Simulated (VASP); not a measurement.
KF:

```
K F
1.0
     0.00000    2.65896    2.52920
     2.65896    0.00000    2.52920
     2.65896    2.65896    0.00000
K F
1 1
Direct
  0.00000 0.00000 0.00000
  0.50000 0.50000 0.50000
```

This cell differs from its parent crystal: uniaxial z strain -4.9%.

Base run:

```yaml
Program: VASP 6.6.1
Functional: r2SCAN
Potentials_or_basis: VASP PAW PBE potentials, release 64 (K_sv, F)
Cutoff: 520 eV
k_mesh: 8 × 8 × 8
Occupations: gaussian, width 0.01 eV
Spin: no spin polarisation
```

Its results: band gap on the k mesh 7.09 eV; pressure 2.3 GPa.

**Question.** The run is repeated on the same cell with these changes: functional from r2SCAN to PBE; occupations from gaussian, width 0.01 eV to fermi-dirac, width 0.02 eV. What comes out?

**Answer.** Band gap on the k mesh 6.42 eV; pressure 4.4 GPa.

Caveats: the PAW data sets were made with another functional, which shifts forces and pressure a little (at least some runs); the cell stands under pressure (at least some runs).

A k mesh can miss the band edges.
